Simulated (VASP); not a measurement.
# YSn3 (Fm-3m) in VASP: further runs, part 2 of 2

VASP 6.6.1. Earlier steps stand in the parts before.

### Step 4. Single point, LDA

This run uses another cell than the first one, of 31.24 Å³/atom.

The input, INCAR:

```
PREC = Accurate ; ENCUT = 520
EDIFF = 1E-6 ; ISMEAR = -1
SIGMA = 0.01 ; LREAL = False
LASPH = True ; NELM = 100
ALGO = Normal ; ISIF = 2
LWAVE = False ; LCHARG = False
GGA = CA ; NBANDS = 34
```

The input, KPOINTS:

```
regular mesh
0
Gamma
  5 5 5
```

The input, POSCAR:

```
YSn3
1.0
    0.0000000000      3.9678838309      3.9678838309
    3.9678838309      0.0000000000      3.9678838309
    3.9678838309      3.9678838309      0.0000000000
Y Sn
1 3
Direct
    0.0000000000      0.0000000000      0.0000000000
    0.5000000000      0.5000000000      0.5000000000
    0.2500000000      0.2500000000      0.2500000000
    0.7500000000      0.7500000000      0.7500000000
```

Potentials or basis: VASP PAW LDA potentials, release 64 (Y_sv, Sn_d).

On the command line:

```bash
$ cat potpaw_LDA.64/Y_sv/POTCAR potpaw_LDA.64/Sn_d/POTCAR > POTCAR
$ mpirun -np 1 vasp_std > vasp.out
```

OUTCAR:

```text
PREC = Accurate
   ENCUT = 520
   EDIFF = 1E-6
   ISMEAR = -1
   LREAL = False
   LASPH = True
   NELM = 100
   ISIF = 2
   GGA = CA

 ion  position               nearest neighbor table
   1  0.000  0.000  0.000-   4 3.44   4 3.44   4 3.44   3 3.44   4 3.44   3 3.44   3 3.44   3 3.44
                             2 3.97   2 3.97   2 3.97   2 3.97   2 3.97   2 3.97
   2  0.500  0.500  0.500-   3 3.44   3 3.44   3 3.44   3 3.44   4 3.44   4 3.44   4 3.44   4 3.44
                             1 3.97   1 3.97   1 3.97   1 3.97   1 3.97   1 3.97
   3  0.250  0.250  0.250-   1 3.44   1 3.44   1 3.44   1 3.44   2 3.44   2 3.44   2 3.44   2 3.44

   4  0.750  0.750  0.750-   2 3.44   2 3.44   2 3.44   1 3.44   2 3.44   1 3.44   1 3.44   1 3.44

  LATTYP: Found a face centered cubic cell.
 ALAT       =     7.9357676618

  Lattice vectors:

 A1 = (   0.0000000000,   3.9678838309,   3.9678838309)
 A2 = (   3.9678838309,   0.0000000000,   3.9678838309)
 A3 = (   3.9678838309,   3.9678838309,   0.0000000000)

Analysis of symmetry for initial positions (statically):
=====================================================================
 Subroutine PRICEL returns:
 Original cell was already a primitive cell.

 Routine SETGRP: Setting up the symmetry group for a
 face centered cubic supercell.

 Subroutine GETGRP returns: Found 48 space group operations
 (whereof 48 operations were pure point group operations)
 out of a pool of 48 trial point group operations.

The static configuration has the point symmetry O_h .

Analysis of symmetry for dynamics (positions and initial velocities):
=====================================================================
 Subroutine PRICEL returns:
 Original cell was already a primitive cell.

 Routine SETGRP: Setting up the symmetry group for a
 face centered cubic supercell.

 Subroutine GETGRP returns: Found 48 space group operations
 (whereof 48 operations were pure point group operations)
 out of a pool of 48 trial point group operations.

The dynamic configuration has the point symmetry O_h .

 Subroutine INISYM returns: Found 48 space group operations
 (whereof 48 operations are pure point group operations),
 and found     1 'primitive' translations

----------------------------------------------------------------------------------------

                                     Primitive cell

  volume of cell :     124.9415

  direct lattice vectors                    reciprocal lattice vectors
     0.000000000  3.967883831  3.967883831    -0.126011754  0.126011754  0.126011754
     3.967883831  0.000000000  3.967883831     0.126011754 -0.126011754  0.126011754
     3.967883831  3.967883831  0.000000000     0.126011754  0.126011754 -0.126011754

  length of vectors
     5.611435128  5.611435128  5.611435128     0.218258760  0.218258760  0.218258760

  position of ions in fractional coordinates (direct lattice)
     0.000000000  0.000000000  0.000000000
     0.500000000  0.500000000  0.500000000
     0.250000000  0.250000000  0.250000000
     0.750000000  0.750000000  0.750000000

  ion indices of the primitive-cell ions
   primitive index   ion index
                 1           1
                 2           2
[... 25 lines left out ...]
 ===========================================

 Found     10 irreducible k-points:

 Following reciprocal coordinates:
            Coordinates               Weight
  0.000000  0.000000  0.000000      1.000000
  0.200000  0.000000  0.000000      8.000000
  0.400000  0.000000  0.000000      8.000000
  0.200000  0.200000  0.000000      6.000000
  0.400000  0.200000  0.000000     24.000000
 -0.400000  0.200000  0.000000     24.000000
 -0.200000  0.200000  0.000000     12.000000
  0.400000  0.400000  0.000000      6.000000
 -0.400000  0.400000  0.000000     12.000000
 -0.400000  0.400000  0.200000     24.000000
   k-points           NKPTS =     10   k-points in BZ     NKDIM =     10   number of bands    NBANDS=     34
   number of dos      NEDOS =    301   number of ions     NIONS =      4
   total plane-waves  NPLWV =  74088
   dimension x,y,z NGX =    42 NGY =   42 NGZ =   42
   dimension x,y,z NGXF=    84 NGYF=   84 NGZF=   84
   ions per type =               1   3
   NGX,Y,Z   is equivalent  to a cutoff of  12.44, 12.44, 12.44 a.u.
   NGXF,Y,Z  is equivalent  to a cutoff of  24.89, 24.89, 24.89 a.u.
 SYSTEM =  unknown system
   PREC   = accura    normal or accurate (medium, high low for compatibility)
   ISTART =      0    job   : 0-new  1-cont  2-samecut
   ICHARG =      2    charge: 1-file 2-atom 10-const
   ISPIN  =      1    spin polarized calculation?
   LNONCOLLINEAR =      F non collinear calculations
   LSORBIT =      F    spin-orbit coupling
   LASPH  =      T    aspherical Exc in radial PAW
   ENCUT  =  520.0 eV  38.22 Ry    6.18 a.u.  10.43 10.43 10.43*2*pi/ulx,y,z
   NELM   =    100;   NELMIN=  2; NELMDL= -5     # of ELM steps
   EDIFF  = 0.1E-05   stopping-criterion for ELM
   LREAL  =      F    real-space projection
   EDIFFG = 0.1E-04   stopping-criterion for IOM
   NSW    =      0    number of steps for IOM
   IBRION =     -1    ionic relax: 0-MD 1-quasi-New 2-CG
   NFREE  =      0    steps in history (QN), initial steepest desc. (CG)
   ISIF   =      2    stress and relaxation
   ISYM   =      2    0-nonsym 1-usesym 2-fastsym
   POTIM  = 0.5000    time-step for ionic-motion
   TEBEG  =    0.0;   TEEND  =   0.0 temperature during run
   PSTRESS=    0.0 pullay stress
   NELECT =      53.0000    total number of electrons
   NUPDOWN=      -1.0000    fix difference up-down
   EMIN   =  10.00;   EMAX   =-10.00  energy-range for DOS
   EFERMI =   0.00;   METHOD = LEGACY
   ISMEAR =    -1;   SIGMA  =   0.01  broadening in eV -4-tet -1-fermi 0-gaus
   EFERMI_NEDOS =   21; number of points for ismear=-14 and -15
   IALGO  =     38    algorithm
   IMIX   =      4    mixing-type and parameters
     AMIX     =   0.40;   BMIX     =  1.00
     AMIX_MAG =   1.60;   BMIX_MAG =  1.00
  volume/ion in A,a.u.               =      31.24       210.79
  Fermi-wavevector in a.u.,A,eV,Ry     =   1.230074  2.324502 20.586725  1.513082
  Thomas-Fermi vector in A             =   2.364936
   LORBIT       =      0    0 simple, 1 ext, 2 COOP (PROOUT), +10 PAW based schemes
   GGA     = CA    functional components
   LHFCALC =     F    Hartree Fock is set to
   AEXX    =    0.0000 exact exchange contribution
   IVDW    =     0    specifies the selected vdW correction
   LEPSILON=     F    determine dielectric tensor
   LRPA    =     F    only Hartree local field effects (RPA)
 non-spin polarized calculation
  energy-cutoff  :      520.00
  volume of cell :      124.94
 maximum number of plane-waves:      3383
 NGX is ok and might be reduce to    42
   NGX = 21   NGY = 21   NGZ = 21

 number of electron      53.0000003 magnetization

 Free energy of the ion-electron system (eV)
  ---------------------------------------------------
  ext. energy  EPLUGINS =         0.00000000
  ---------------------------------------------------
  free energy    TOTEN  =       -20.72031637 eV

  energy without entropy =      -20.71643347  energy(sigma->0) =      -20.71837492

 E-fermi :   5.6788     XC(G=0):  -9.9304

 val. band max:        5.6025811304   @ k =  -0.4000   0.4000   0.0000
 cond. band min:       5.6811286491   @ k =  -0.4000   0.4000   0.0000
 fundamental gap:      0.0785475187
 Fermi energy:         5.6787559194

 k-point     1 :       0.0000    0.0000    0.0000
  band No.  band energies     occupation
      1     -37.8155      2.00000
      2     -17.8819      2.00000
      3     -17.8819      2.00000
      4     -17.8819      2.00000
      5     -15.7117      2.00000
      6     -15.7117      2.00000
[... 359 lines left out ...]
     33       8.8968      0.00000
     34       9.2653      0.00000

------------------------ aborting loop because EDIFF is reached ----------------------------------------

  FORCE on cell =-STRESS in cart. coord.  units (eV):
  Direction    XX          YY          ZZ          XY          YZ          ZX
  --------------------------------------------------------------------------------------
  -------------------------------------------------------------------------------------
  Total       -6.0638866     -6.0638866     -6.0638866      0.0000000     -0.0000000     -0.0000000
  in kB      -77.7597419    -77.7597419    -77.7597419      0.0000000     -0.0000000     -0.0000000
  external PRESSURE =     -77.7597419 kB  Pullay stress =       0.0000000 kB

 VOLUME and BASIS-vectors are now :
 -----------------------------------------------------------------------------
  energy-cutoff  :      520.00
  volume of cell :      124.94
      direct lattice vectors                 reciprocal lattice vectors
     0.000000000  3.967883831  3.967883831    -0.126011754  0.126011754  0.126011754
     3.967883831  0.000000000  3.967883831     0.126011754 -0.126011754  0.126011754
     3.967883831  3.967883831  0.000000000     0.126011754  0.126011754 -0.126011754

 POSITION                                       TOTAL-FORCE (eV/Angst)
 -----------------------------------------------------------------------------------
      0.00000      0.00000      0.00000        -0.000000      0.000000     -0.000000
      3.96788      3.96788      3.96788        -0.000000      0.000000      0.000000
      1.98394      1.98394      1.98394        -0.000000      0.000000     -0.000000
      5.95183      5.95183      5.95183         0.000000     -0.000000      0.000000
 -----------------------------------------------------------------------------------
    total drift:                               -0.000000     -0.000000      0.000000

  FREE ENERGIE OF THE ION-ELECTRON SYSTEM (eV)
  ---------------------------------------------------
  free  energy   TOTEN  =       -20.7203163746 eV

  energy  without entropy=      -20.7164334667  energy(sigma->0) =      -20.71837492
```

OSZICAR:

```text
N       E                     dE             d eps       ncg     rms          rms(c)
DAV:   1     0.500105618833E+03    0.50011E+03   -0.26444E+04   690   0.214E+03
DAV:   2     0.436408858567E+02   -0.45646E+03   -0.44882E+03   680   0.535E+02
DAV:   3    -0.183611568063E+02   -0.62002E+02   -0.61148E+02   854   0.180E+02
DAV:   4    -0.214531341892E+02   -0.30920E+01   -0.30802E+01   944   0.400E+01
DAV:   5    -0.215935783404E+02   -0.14044E+00   -0.14030E+00  1104   0.708E+00    0.158E+01
DAV:   6    -0.207820358870E+02    0.81154E+00   -0.13983E+00   990   0.109E+01    0.118E+01
DAV:   7    -0.207774045918E+02    0.46313E-02   -0.15474E+00   848   0.627E+00    0.471E+00
DAV:   8    -0.209275654535E+02   -0.15016E+00   -0.23156E+00   756   0.516E+00    0.195E+00
DAV:   9    -0.207210316747E+02    0.20653E+00   -0.94956E-01   970   0.403E+00    0.731E-01
DAV:  10    -0.207204530623E+02    0.57861E-03   -0.57336E-02   754   0.115E+00    0.863E-01
DAV:  11    -0.207210736742E+02   -0.62061E-03   -0.36224E-03   948   0.380E-01    0.144E-01
DAV:  12    -0.207204969609E+02    0.57671E-03   -0.61793E-03   882   0.278E-01    0.130E-01
DAV:  13    -0.207203523035E+02    0.14466E-03   -0.50366E-04   794   0.974E-02    0.921E-02
DAV:  14    -0.207203519382E+02    0.36531E-06   -0.31368E-05   902   0.297E-02    0.325E-02
DAV:  15    -0.207203176813E+02    0.34257E-04   -0.76345E-05   758   0.279E-02    0.219E-02
DAV:  16    -0.207203162641E+02    0.14172E-05   -0.16930E-05   776   0.123E-02    0.178E-02
DAV:  17    -0.207203163746E+02   -0.11048E-06   -0.83074E-07   478   0.388E-03
   1 F= -.20720316E+02 E0= -.20718375E+02  d E =-.388291E-02
```

It took 2 min on 1 thread of Intel Xeon 8259CL, shared host; peak memory 0.24 GiB.

Results:

- Free energy: -20.7203 eV
- Pressure: -7.8 GPa
- Band gap on the k mesh: zero (an odd number of electrons rules out a gap without spin polarisation)

Caveat: the cell stands under tension; spin-orbit coupling is left out, which moves the levels of the heavy elements.

### Step 5. Overview

| cell | gap on the mesh (eV) | pressure (GPa) |
| --- | --- | --- |
| a = 5.475 Å, angles 60.0°, 4 atoms | none | -5.6 |
| a = 5.544 Å, angles 60.0°, 4 atoms | none | -6.8 |
| a = 5.611 Å, angles 60.0°, 4 atoms | none | -7.8 |

Alike in all rows: task single point; level LDA; potentials or basis VASP PAW LDA potentials, release 64 (Y_sv, Sn_d); no spin polarisation; k mesh 5 × 5 × 5; cutoff (eV) 520; smearing fermi-dirac 0.01 eV.

Caveats: the cell stands under tension; spin-orbit coupling is left out, which moves the levels of the heavy elements.

Total energies depend on the potentials used, so only differences within one code and one set of settings carry meaning.
